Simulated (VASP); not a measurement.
# Ti3C2 (P-3m1) in VASP: further runs, part 2 of 2

VASP 6.6.1.

## 3. Single point, r2SCAN

File POSCAR:

```
Ti3C2
1.0
    3.0882979205      0.0000000000      0.0000000000
   -1.5441489602      2.6745444536      0.0000000000
    0.0000000000      0.0000000000      7.3065359137
Ti C
3 2
Direct
    0.0000000000      0.0000000000      0.0000000000
    0.3333333333      0.6666666667      0.6790228751
    0.6666666667      0.3333333333      0.3209771249
    0.3333333333      0.6666666667      0.1765500610
    0.6666666667      0.3333333333      0.8234499390
```

File INCAR.step1:

```
SYSTEM = Ti3C2
ALGO = Normal ; EDIFF = 1E-4
ENCUT = 520 ; GGA = PE
ISMEAR = 0 ; LASPH = .True.
LCHARG = .False. ; LREAL = .False.
LWAVE = .True. ; NBANDS = 30
NELM = 60 ; PREC = Accurate
SIGMA = 0.1
```

File INCAR.step2:

```
SYSTEM = Ti3C2
ALGO = Normal ; EDIFF = 1E-7
ENCUT = 520 ; ISIF = 2
ISMEAR = 0 ; ISTART = 1
LASPH = .True. ; LCHARG = .False.
LMIXTAU = .True. ; LREAL = .False.
LWAVE = .False. ; METAGGA = R2SCAN
NBANDS = 30 ; NELM = 60
PREC = Accurate ; SIGMA = 0.1
```

File KPOINTS:

```
k-points
0
Gamma
  12 12 6
  0 0 0
```

Potentials or basis: VASP PAW PBE potentials, release 64 (Ti_sv, C).

On the command line:

```console
> cat potpaw_PBE.64/Ti_sv/POTCAR potpaw_PBE.64/C/POTCAR > POTCAR
> cp INCAR.step1 INCAR
> mpirun -np 1 vasp_std > vasp.out
> cp INCAR.step2 INCAR
> mpirun -np 1 vasp_std > vasp.out
```

OUTCAR:

```text
SYSTEM = Ti3C2
   EDIFF = 1E-7
   ENCUT = 520
   ISIF = 2
   ISMEAR = 0
   ISTART = 1
   LASPH = .True.
   LREAL = .False.
   METAGGA = R2SCAN
   NELM = 60
   PREC = Accurate

 ion  position               nearest neighbor table
   1  0.000  0.000  0.000-   4 2.20   5 2.20   4 2.20   5 2.20   5 2.20   4 2.20
   2  0.333  0.667  0.679-   5 2.07   5 2.07   5 2.07
   3  0.667  0.333  0.321-   4 2.07   4 2.07   4 2.07
   4  0.333  0.667  0.177-   3 2.07   3 2.07   3 2.07   1 2.20   1 2.20   1 2.20
   5  0.667  0.333  0.823-   2 2.07   2 2.07   2 2.07   1 2.20   1 2.20   1 2.20

  LATTYP: Found a hexagonal cell.
 ALAT       =     3.0882979205
 C/A-ratio  =     2.3658779372

  Lattice vectors:

 A1 = (   3.0882979205,   0.0000000000,   0.0000000000)
 A2 = (  -1.5441489602,   2.6745444536,   0.0000000000)
 A3 = (   0.0000000000,   0.0000000000,   7.3065359137)

Analysis of symmetry for initial positions (statically):
=====================================================================
 Subroutine PRICEL returns:
 Original cell was already a primitive cell.

 Routine SETGRP: Setting up the symmetry group for a
 hexagonal supercell.

 Subroutine GETGRP returns: Found 12 space group operations
 (whereof 12 operations were pure point group operations)
 out of a pool of 24 trial point group operations.

The static configuration has the point symmetry D_3d.

Analysis of symmetry for dynamics (positions and initial velocities):
=====================================================================
 Subroutine PRICEL returns:
 Original cell was already a primitive cell.

 Routine SETGRP: Setting up the symmetry group for a
 hexagonal supercell.

 Subroutine GETGRP returns: Found 12 space group operations
 (whereof 12 operations were pure point group operations)
 out of a pool of 24 trial point group operations.

[... 119 lines left out ...]
   EMIN   =  10.00;   EMAX   =-10.00  energy-range for DOS
   EFERMI =   0.00;   METHOD = LEGACY
   ISMEAR =     0;   SIGMA  =   0.10  broadening in eV -4-tet -1-fermi 0-gaus
   EFERMI_NEDOS =   21; number of points for ismear=-14 and -15
   IALGO  =     38    algorithm
   IMIX   =      4    mixing-type and parameters
     AMIX     =   0.40;   BMIX     =  1.00
     AMIX_MAG =   1.60;   BMIX_MAG =  1.00
  volume/ion in A,a.u.               =      12.07        81.45
  Fermi-wavevector in a.u.,A,eV,Ry     =   1.473439  2.784396 29.538561  2.171023
  Thomas-Fermi vector in A             =   2.588332
   LORBIT       =      0    0 simple, 1 ext, 2 COOP (PROOUT), +10 PAW based schemes
   METAGGA = R2SCAN    functional components
   LHFCALC =     F    Hartree Fock is set to
   AEXX    =    0.0000 exact exchange contribution
   IVDW    =     0    specifies the selected vdW correction
   LEPSILON=     F    determine dielectric tensor
   LRPA    =     F    only Hartree local field effects (RPA)
 non-spin polarized calculation
 Gauss-broadening in eV      SIGMA  =   0.10
  energy-cutoff  :      520.00
  volume of cell :       60.35
 maximum number of plane-waves:      1644
 NGX is ok and might be reduce to    24
   NGX = 11   NGY = 11   NGZ = 27

 number of electron      43.9999993 magnetization

 Free energy of the ion-electron system (eV)
  ---------------------------------------------------
  ext. energy  EPLUGINS =         0.00000000
  ---------------------------------------------------
  free energy    TOTEN  =       -63.00221153 eV

  energy without entropy =      -62.98838051  energy(sigma->0) =      -62.99529602

 E-fermi :   8.9064     XC(G=0): -12.9493

 val. band max:        8.8934653073   @ k =  -0.0833   0.3333   0.1667
 cond. band min:       8.9239753967   @ k =   0.2500   0.2500   0.5000
 fundamental gap:      0.0305100894
 Fermi energy:         8.9063502782

 k-point     1 :       0.0000    0.0000    0.0000
  band No.  band energies     occupation
      1     -50.3546      2.00000
      2     -50.3212      2.00000
      3     -50.1868      2.00000
      4     -25.7620      2.00000
      5     -25.6960      2.00000
      6     -25.3795      2.00000
[... 781 lines left out ...]
     29      11.7954      0.00000
     30      12.0187      0.00000

 [... further k-points ...]
[... 5 lines left out ...]
  --------------------------------------------------------------------------------------
  -------------------------------------------------------------------------------------
  Total        0.3067145      0.3067145      0.2790859      0.0000000      0.0000000      0.0000000
  in kB        8.1426248      8.1426248      7.4091421      0.0000000      0.0000000      0.0000000
  external PRESSURE =       7.8981306 kB  Pullay stress =       0.0000000 kB

 VOLUME and BASIS-vectors are now :
 -----------------------------------------------------------------------------
  energy-cutoff  :      520.00
  volume of cell :       60.35
      direct lattice vectors                 reciprocal lattice vectors
     3.088297921  0.000000000  0.000000000     0.323802957  0.186947725  0.000000000
    -1.544148960  2.674544454  0.000000000     0.000000000  0.373895449  0.000000000
     0.000000000  0.000000000  7.306535914     0.000000000  0.000000000  0.136863763

 POSITION                                       TOTAL-FORCE (eV/Angst)
 -----------------------------------------------------------------------------------
      0.00000      0.00000      0.00000         0.000000      0.000000      0.000000
     -0.00000      1.78303      4.96131         0.000000     -0.000000     -0.089020
      1.54415      0.89151      2.34523        -0.000000      0.000000      0.089020
     -0.00000      1.78303      1.28997         0.000000      0.000000     -0.027474
      1.54415      0.89151      6.01657         0.000000     -0.000000      0.027474
 -----------------------------------------------------------------------------------
    total drift:                               -0.000000      0.000000      0.000000

  FREE ENERGIE OF THE ION-ELECTRON SYSTEM (eV)
  ---------------------------------------------------
  free  energy   TOTEN  =       -63.0022115296 eV

  energy  without entropy=      -62.9883805110  energy(sigma->0) =      -62.99529602
```

OSZICAR.step1:

```text
N       E                     dE             d eps       ncg     rms          rms(c)
DAV:   1     0.550855392512E+03    0.55086E+03   -0.21952E+04  6000   0.179E+03
DAV:   2     0.177707190539E+02   -0.53308E+03   -0.51735E+03  6060   0.532E+02
DAV:   3    -0.541482903622E+02   -0.71919E+02   -0.70414E+02  9600   0.169E+02
DAV:   4    -0.594065744556E+02   -0.52583E+01   -0.52346E+01  9016   0.416E+01
DAV:   5    -0.596482668274E+02   -0.24169E+00   -0.24155E+00  8626   0.811E+00    0.280E+01
DAV:   6    -0.465201067161E+02    0.13128E+02   -0.12447E+02  9218   0.742E+01    0.994E+00
DAV:   7    -0.465585672028E+02   -0.38460E-01   -0.25137E+01  9240   0.346E+01    0.902E+00
DAV:   8    -0.456138225192E+02    0.94474E+00   -0.77309E+00  8898   0.177E+01    0.453E+00
DAV:   9    -0.456388830485E+02   -0.25061E-01   -0.91280E-01  9080   0.655E+00    0.134E+00
DAV:  10    -0.456252023720E+02    0.13681E-01   -0.17990E-01  8470   0.383E+00    0.717E-01
DAV:  11    -0.456298321676E+02   -0.46298E-02   -0.23786E-02  8226   0.134E+00    0.228E-01
DAV:  12    -0.456287994753E+02    0.10327E-02   -0.64761E-03  8560   0.114E+00    0.918E-02
DAV:  13    -0.456289098018E+02   -0.11033E-03   -0.49614E-04  6866   0.205E-01    0.213E-02
DAV:  14    -0.456288972187E+02    0.12583E-04   -0.37374E-05  3876   0.804E-02
   1 F= -.45628897E+02 E0= -.45622250E+02  d E =-.132944E-01
```

Wall time 13 min (1 thread of Intel Xeon 6975P-C, shared host); peak memory 0.29 GiB.

What came out:

```
Free energy            : -63.0022 eV
Pressure               : 0.8 GPa
Largest force          : 0.089 eV/Å
Band gap on the k mesh : zero (band 22 reaches 9.55 eV, above the bottom of band 23 at 8.75 eV)
```

Forces in eV/Å, atoms in the order of the input:
```
Ti   0.000  0.000  0.000
Ti   0.000  0.000 -0.089
Ti   0.000  0.000  0.089
C    0.000  0.000 -0.027
C    0.000  0.000  0.027
```

Caveat: the PAW data sets were made with another functional, which shifts forces and pressure a little.

## 4. Relaxation of cell and atoms, r2SCAN

This run uses another cell than the first one, of 12.19 Å³/atom, 1.011 times its volume.

File POSCAR:

```
Ti3C2
1.0
    3.5627486389      0.0000000000      0.0000000000
   -1.7813743194      3.0854308286      0.0000000000
    0.0000000000      0.0000000000      5.5430581615
Ti C
3 2
Direct
    0.0000000000      0.0000000000      0.0000000000
    0.3333333333      0.6666666667      0.6450000000
    0.6666666667      0.3333333333      0.3550000000
    0.3333333333      0.6666666667      0.2450000000
    0.6666666667      0.3333333333      0.7550000000
```

File INCAR.step1:

```
SYSTEM = Ti3C2
  ALGO = Normal
  EDIFF = 1E-4
  ENCUT = 600
  GGA = PE
  ISMEAR = 0
  LASPH = .TRUE.
  LCHARG = .FALSE.
  LREAL = .FALSE.
  LWAVE = .TRUE.
  NELM = 60
  PREC = Accurate
  SIGMA = 0.1
```

File INCAR.step2:

```
SYSTEM = Ti3C2
  ALGO = Normal
  EDIFF = 1E-6
  EDIFFG = -0.04
  ENCUT = 600
  IBRION = 2
  ISIF = 3
  ISMEAR = 0
  ISTART = 1
  LASPH = .TRUE.
  LCHARG = .FALSE.
  LMIXTAU = .TRUE.
  LREAL = .FALSE.
  LWAVE = .FALSE.
  METAGGA = R2SCAN
  NELM = 60
  NSW = 90
  PREC = Accurate
  SIGMA = 0.1
```

File KPOINTS:

```
k-points
0
G
  6 6 4
  0 0 0
```

On the command line:

```console
> cat potpaw_PBE.64/Ti_sv/POTCAR potpaw_PBE.64/C/POTCAR > POTCAR
> cp INCAR.step1 INCAR
> mpirun -np 1 vasp_std > vasp.out
> cp INCAR.step2 INCAR
> mpirun -np 1 vasp_std > vasp.out
```

It took 44 min on 1 thread of Intel Xeon 6975P-C, shared host; peak memory 0.23 GiB.

Results (log left out):

```yaml
Free_energy: -62.9676 eV
Relaxed_volume: 12.08 Å³/atom
Relaxed_cell: a = 3.098 Å, b = 3.098 Å, c = 7.268 Å, α = 90.00°, β = 90.00°, γ = 120.00°
Space_group_after_relaxing_to_0.05_Å: P-3m1 (No. 164)
Energy_gained_by_relaxing: 393.7 meV/atom
Ionic_steps: 19
Pressure_after_relaxing: -0.4 GPa
Largest_force_after_relaxing: 0.019 eV/Å
Band_gap_on_the_k_mesh: zero (band 22 reaches 9.50 eV, above the bottom of band 23 at 8.73 eV)
```

Forces in eV/Å, atoms in the order of the input:
```
Ti   0.000  0.000  0.000
Ti   0.000  0.000 -0.019
Ti   0.000  0.000  0.019
C    0.000  0.000  0.005
C    0.000  0.000 -0.005
```

Stress tensor (GPa, compression positive):
```
-0.50  0.00  0.00
 0.00 -0.50  0.00
 0.00  0.00 -0.05
```

Step by step:
| step | energy change (eV) | largest force (eV/Å) | pressure (GPa) | volume (Å³) |
| --- | --- | --- | --- | --- |
| 1 | 0.0000 | 1.7719 | -6.02 | 60.93 |
| 2 | -0.2791 | 1.2700 | 7.79 | 56.92 |
| 3 | -0.2924 | 1.0996 | 4.76 | 57.61 |
| 4 | -0.5925 | 1.1770 | -0.11 | 58.73 |
| 5 | -1.3880 | 0.4380 | -7.84 | 61.46 |
| 6 | -0.0757 | 4.4400 | -6.92 | 64.39 |
| 7 | -1.6288 | 0.7124 | -9.21 | 62.31 |
| 8 | -1.6693 | 1.5246 | -9.97 | 62.98 |
| 9 | -1.6780 | 1.1940 | -9.74 | 62.73 |
| 10 | -1.7622 | 1.4139 | -7.93 | 62.36 |
| 11 | -1.7746 | 1.5379 | -6.97 | 62.17 |
| 12 | -1.8442 | 1.3012 | -4.60 | 61.45 |
| 13 | -1.9309 | 0.5502 | 3.55 | 59.35 |
| 14 | -1.9512 | 0.3417 | 2.45 | 59.66 |
| 15 | -1.9677 | 0.1142 | 0.43 | 60.27 |
| 16 | -1.9677 | 0.1133 | 0.38 | 60.29 |
| 17 | -1.9684 | 0.0646 | 0.01 | 60.36 |
| 18 | -1.9685 | 0.0186 | -0.45 | 60.44 |
| 19 | -1.9686 | 0.0194 | -0.35 | 60.42 |

Final structure:
```cif
data_structure
_symmetry_space_group_name_H-M 'P 1'
_symmetry_Int_Tables_number 1
_cell_length_a 3.0983
_cell_length_b 3.0983
_cell_length_c 7.2678
_cell_angle_alpha 90.000
_cell_angle_beta 90.000
_cell_angle_gamma 120.000
_cell_volume 60.42
loop_
_atom_site_label
_atom_site_type_symbol
_atom_site_fract_x
_atom_site_fract_y
_atom_site_fract_z
_atom_site_occupancy
Ti1 Ti 0.00000 0.00000 0.00000 1
Ti2 Ti 0.33333 0.66667 0.67779 1
Ti3 Ti 0.66667 0.33333 0.32221 1
C1 C 0.33333 0.66667 0.17701 1
C2 C 0.66667 0.33333 0.82299 1
```

Levels at points of the mesh, in eV from the Fermi level:
| k point | band 19 | band 20 | band 21 | band 22 | band 23 | band 24 | band 25 | band 26 |
| --- | --- | --- | --- | --- | --- | --- | --- | --- |
| (0.00, 0.00, 0.00) | -1.98 | -1.98 | -1.80 | 0.52 | 0.52 | 1.02 | 1.79 | 1.79 |
| (0.50, 0.00, 0.00) | -3.07 | -2.09 | -1.71 | -1.19 | 0.35 | 2.31 | 2.67 | 2.69 |
| (0.00, 0.00, 0.50) | -1.82 | -1.82 | -0.87 | 0.64 | 0.75 | 0.75 | 1.37 | 1.37 |
| (0.50, 0.00, 0.50) | -3.12 | -1.96 | -1.47 | -1.23 | 0.30 | 1.77 | 2.12 | 2.71 |

Caveat: the PAW data sets were made with another functional, which shifts forces and pressure a little.

## 5. Summary

```tsv
task	cell	k mesh	cutoff (eV)	gap on the mesh (eV)	pressure (GPa)	largest force (eV/Å)
single point	a = 3.093, b = 3.093, c = 7.279 Å, angles 90.0, 90.0, 120.0°, 5 atoms	6 × 6 × 4	520	none	0.7	0.08
single point	a = 3.088, b = 3.088, c = 7.307 Å, angles 90.0, 90.0, 120.0°, 5 atoms	12 × 12 × 6	520	none	0.8	0.09
relaxation of cell and atoms	relaxed from a = 3.563, b = 3.563, c = 5.543 Å, angles 90.0, 90.0, 120.0°, 5 atoms	6 × 6 × 4	600	none	-0.4	0.02
```

Alike in all rows: level r2SCAN; potentials or basis VASP PAW PBE potentials, release 64 (Ti_sv, C); no spin polarisation; smearing gaussian 0.1 eV.

Caveats: some runs use coarse meshes; the PAW data sets were made with another functional, which shifts forces and pressure a little.

Absolute energies hang on the potentials; compare differences alone.
